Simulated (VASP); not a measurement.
# SrCl2 (R3m) in VASP: a series of runs, part 2 of 2

VASP 6.6.1.

### 3 Single point, PBE

INCAR reads:

```
SYSTEM = SrCl2
PREC = Accurate ; ENCUT = 520
EDIFF = 1E-7 ; ISMEAR = 0
SIGMA = 0.01 ; LREAL = .False.
LASPH = .True. ; NELM = 60
ALGO = Normal ; ISIF = 2
LWAVE = .False. ; LCHARG = .False.
GGA = PE ; NBANDS = 19
```

KPOINTS reads:

```
Automatic mesh
0
Gamma
  6 6 6
  0 0 0
```

POSCAR reads:

```
SrCl2
1.0
    2.0857437679      1.2042047259      6.1350482845
   -2.0857437679      1.2042047259      6.1350482845
    0.0000000000     -2.4084094518      6.1350482845
Sr Cl
1 2
Direct
    0.0002014275      0.0002014275      0.0002014275
    0.4227725673      0.4227725673      0.4227725673
    0.2436926719      0.2436926719      0.2436926719
```

Potentials or basis: VASP PAW PBE potentials, release 64 (Sr_sv, Cl).

The run is started by

```sh
$ cat potpaw_PBE.64/Sr_sv/POTCAR potpaw_PBE.64/Cl/POTCAR > POTCAR
$ mpirun -np 1 vasp_std > vasp.out
```

OUTCAR:

```text
SYSTEM = SrCl2
   PREC = Accurate
   ENCUT = 520
   EDIFF = 1E-7
   ISMEAR = 0
   LREAL = .False.
   LASPH = .True.
   NELM = 60
   ISIF = 2
   GGA = PE

 ion  position               nearest neighbor table
   1  0.000  0.000  0.000-   2 2.92   2 2.92   2 2.92   3 2.92   3 2.92   3 2.92
   2  0.423  0.423  0.423-   1 2.92   1 2.92   1 2.92
   3  0.244  0.244  0.244-   1 2.92   1 2.92   1 2.92

  LATTYP: Found a trigonal (rhomboedric) cell.
 ALAT       =     6.5908461930
 COS(alpha) =     0.7997052568

  Lattice vectors:

[... 719 lines left out ...]

  FORCE on cell =-STRESS in cart. coord.  units (eV):
  Direction    XX          YY          ZZ          XY          YZ          ZX
  --------------------------------------------------------------------------------------
  -------------------------------------------------------------------------------------
  Total        0.7622833      0.7622833      0.7290354      0.0000000      0.0000000      0.0000000
  in kB       13.2098070     13.2098070     12.6336459      0.0000000      0.0000000      0.0000000
  external PRESSURE =      13.0177533 kB  Pullay stress =       0.0000000 kB

 VOLUME and BASIS-vectors are now :
 -----------------------------------------------------------------------------
  energy-cutoff  :      520.00
  volume of cell :       92.46
      direct lattice vectors                 reciprocal lattice vectors
     2.085743768  1.204204726  6.135048284     0.239722639  0.138403930  0.054332634
    -2.085743768  1.204204726  6.135048284    -0.239722639  0.138403930  0.054332634
     0.000000000 -2.408409452  6.135048284     0.000000000 -0.276807860  0.054332634

 POSITION                                       TOTAL-FORCE (eV/Angst)
 -----------------------------------------------------------------------------------
      0.00000      0.00000      0.00371         0.000000      0.000000     -0.003638
      0.00000      0.00000      7.78119         0.000000     -0.000000     -0.000138
      0.00000      0.00000      4.48520         0.000000     -0.000000      0.003776
 -----------------------------------------------------------------------------------
    total drift:                               -0.000000      0.000000     -0.000071

  FREE ENERGIE OF THE ION-ELECTRON SYSTEM (eV)
  ---------------------------------------------------
  free  energy   TOTEN  =       -12.1650638268 eV

  energy  without entropy=      -12.1650638268  energy(sigma->0) =      -12.16506383
```

OSZICAR:

```text
N       E                     dE             d eps       ncg     rms          rms(c)
DAV:   1     0.142247616747E+03    0.14225E+03   -0.11187E+04  1216   0.111E+03
DAV:   2    -0.274218487785E+01   -0.14499E+03   -0.14091E+03  1600   0.220E+02
DAV:   3    -0.122637341216E+02   -0.95215E+01   -0.94875E+01  1677   0.561E+01
DAV:   4    -0.125740498545E+02   -0.31032E+00   -0.30991E+00  1967   0.865E+00
DAV:   5    -0.125779444645E+02   -0.38946E-02   -0.38943E-02  1714   0.874E-01    0.150E+01
DAV:   6    -0.121609302033E+02    0.41701E+00   -0.81958E-01  1429   0.483E+00    0.962E+00
DAV:   7    -0.121642989563E+02   -0.33688E-02   -0.56984E-01  1619   0.429E+00    0.194E+00
DAV:   8    -0.121625692099E+02    0.17297E-02   -0.86733E-02  1389   0.158E+00    0.668E-01
DAV:   9    -0.121633514103E+02   -0.78220E-03   -0.28363E-03  1515   0.335E-01    0.266E-01
DAV:  10    -0.121647579009E+02   -0.14065E-02   -0.10179E-03  1294   0.185E-01    0.462E-02
DAV:  11    -0.121649870997E+02   -0.22920E-03   -0.12823E-04  1459   0.643E-02    0.290E-02
DAV:  12    -0.121650457881E+02   -0.58688E-04   -0.35510E-05  1306   0.337E-02    0.996E-03
DAV:  13    -0.121650632694E+02   -0.17481E-04   -0.22147E-05  1342   0.254E-02    0.435E-03
DAV:  14    -0.121650636713E+02   -0.40188E-06   -0.98660E-07  1621   0.562E-03    0.205E-03
DAV:  15    -0.121650638332E+02   -0.16186E-06   -0.20195E-07  1372   0.252E-03    0.108E-03
DAV:  16    -0.121650638268E+02    0.63769E-08   -0.22592E-08  1181   0.930E-04
   1 F= -.12165064E+02 E0= -.12165064E+02  d E =-.291890E-74
```

Wall time 78 s (1 thread of Intel Xeon Platinum 8488C (Sapphire Rapids), shared host); peak memory 0.36 GiB.

Results:

- Free energy: -12.1651 eV
- Pressure: 1.3 GPa
- Largest force: 0.004 eV/Å
- Band gap on the k mesh: 4.35 eV, direct

Forces in eV/Å, atoms in the order of the input:
```
Sr   0.000  0.000 -0.004
Cl   0.000  0.000  0.000
Cl   0.000  0.000  0.004
```

Levels at points of the mesh, in eV from the valence-band top:
| k point | band 9 | band 10 | band 11 | band 12 | band 13 | band 14 | band 15 | band 16 |
| --- | --- | --- | --- | --- | --- | --- | --- | --- |
| (0.00, 0.00, 0.00) | -1.20 | -1.08 | -1.08 | 0.00 | 4.35 | 6.23 | 6.48 | 6.48 |
| (0.50, 0.00, 0.00) | -1.48 | -1.41 | -1.01 | -0.35 | 4.59 | 6.84 | 7.49 | 8.07 |
| (0.50, 0.50, 0.00) | -1.46 | -1.29 | -1.21 | -0.65 | 4.50 | 6.82 | 7.49 | 7.98 |
| (0.50, 0.50, 0.50) | -1.33 | -1.04 | -0.93 | -0.93 | 5.15 | 5.87 | 6.35 | 6.35 |

A k mesh can miss the band edges. A hybrid or GW would open this gap; PBE tends to underestimate it.

### 4 Single point, r2SCAN

POSCAR is that of step 3.

INCAR.step1 reads:

```
PREC = Accurate
ENCUT = 520
ISMEAR = 0
SIGMA = 0.01
LREAL = False
LASPH = True
NELM = 80
NBANDS = 19
GGA = PE
ALGO = Normal
EDIFF = 1E-4
LWAVE = True
LCHARG = False
```

INCAR.step2 reads:

```
PREC = Accurate
ENCUT = 520
EDIFF = 1E-7
ISMEAR = 0
SIGMA = 0.01
LREAL = False
LASPH = True
NELM = 80
ALGO = Normal
ISIF = 2
LWAVE = False
LCHARG = False
METAGGA = R2SCAN
LMIXTAU = True
NBANDS = 19
ISTART = 1
```

KPOINTS reads:

```
Automatic mesh
0
Gamma
  6 6 6
```

The run is started by

```sh
$ cat potpaw_PBE.64/Sr_sv/POTCAR potpaw_PBE.64/Cl/POTCAR > POTCAR
$ cp INCAR.step1 INCAR
$ mpirun -np 1 vasp_std > vasp.out
$ cp INCAR.step2 INCAR
$ mpirun -np 1 vasp_std > vasp.out
```

Wall time 5.1 min (1 thread of Intel Xeon Platinum 8488C (Sapphire Rapids), shared host); peak memory 0.41 GiB.

The run converged. Its results:

* Free energy: -34.9737 eV
* Pressure: 0.7 GPa
* Largest force: 0.008 eV/Å
* Band gap on the k mesh: 4.88 eV, direct

Forces in eV/Å, atoms in the order of the input:
```
Sr   0.000  0.000 -0.001
Cl   0.000  0.000  0.008
Cl   0.000  0.000 -0.007
```

Levels at points of the mesh, in eV from the valence-band top:
```csv
k point,band 8,band 9,band 10,band 11,band 12,band 13,band 14,band 15,band 16,band 17
"(0.00, 0.00, 0.00)",-1.23,-1.23,-1.11,-1.11,0.00,4.88,6.79,7.07,7.07,7.63
"(0.50, 0.00, 0.00)",-2.10,-1.51,-1.45,-1.05,-0.35,5.00,7.43,8.10,8.72,8.88
"(0.50, 0.50, 0.00)",-1.99,-1.49,-1.33,-1.23,-0.66,4.91,7.45,8.08,8.63,9.00
"(0.50, 0.50, 0.50)",-1.37,-1.37,-1.05,-0.96,-0.96,5.63,6.43,6.94,6.94,7.62
```

Caveat: the PAW data sets were made with another functional, which shifts forces and pressure a little.

### 5 Single point, r2SCAN

POSCAR is that of step 4.

INCAR.step1 reads:

```
SYSTEM = SrCl2
  PREC = Accurate
  ENCUT = 520
  ISMEAR = 0
  SIGMA = 0.01
  LREAL = .False.
  LASPH = .True.
  NELM = 80
  NBANDS = 19
  GGA = PE
  ALGO = Normal
  EDIFF = 1E-4
  LWAVE = .True.
  LCHARG = .False.
```

INCAR.step2 reads:

```
SYSTEM = SrCl2
  PREC = Accurate
  ENCUT = 520
  EDIFF = 1E-7
  ISMEAR = 0
  SIGMA = 0.01
  LREAL = .False.
  LASPH = .True.
  NELM = 80
  ALGO = Normal
  ISIF = 2
  LWAVE = .False.
  LCHARG = .False.
  METAGGA = R2SCAN
  LMIXTAU = .True.
  NBANDS = 19
  ISTART = 1
```

KPOINTS reads:

```
regular mesh
0
Gamma
  6 6 6
  0 0 0
```

The run is started by

```sh
$ cat potpaw_PBE.64/Sr_sv/POTCAR potpaw_PBE.64/Cl/POTCAR > POTCAR
$ cp INCAR.step1 INCAR
$ mpirun -np 1 vasp_std > vasp.out
$ cp INCAR.step2 INCAR
$ mpirun -np 1 vasp_std > vasp.out
```

It took 5.3 min on 1 thread of Intel Xeon Platinum 8488C (Sapphire Rapids), shared host; peak memory 0.41 GiB.

The run converged. Its results:

| Item | Value |
| --- | --- |
| Free energy | -34.9737 eV |
| Pressure | 0.7 GPa |
| Largest force | 0.008 eV/Å |
| Band gap on the k mesh | 4.88 eV, direct |

Forces in eV/Å, atoms in the order of the input:
```
Sr   0.000  0.000 -0.001
Cl   0.000  0.000  0.008
Cl   0.000  0.000 -0.007
```

Levels at points of the mesh, in eV from the valence-band top:
| k point | band 9 | band 10 | band 11 | band 12 | band 13 | band 14 | band 15 | band 16 |
| --- | --- | --- | --- | --- | --- | --- | --- | --- |
| (0.00, 0.00, 0.00) | -1.23 | -1.11 | -1.11 | 0.00 | 4.88 | 6.79 | 7.07 | 7.07 |
| (0.50, 0.00, 0.00) | -1.51 | -1.45 | -1.05 | -0.35 | 5.00 | 7.43 | 8.10 | 8.72 |
| (0.50, 0.50, 0.00) | -1.49 | -1.33 | -1.23 | -0.66 | 4.91 | 7.45 | 8.08 | 8.63 |
| (0.50, 0.50, 0.50) | -1.37 | -1.05 | -0.96 | -0.96 | 5.63 | 6.43 | 6.94 | 6.94 |

Caveat: the PAW data sets were made with another functional, which shifts forces and pressure a little.
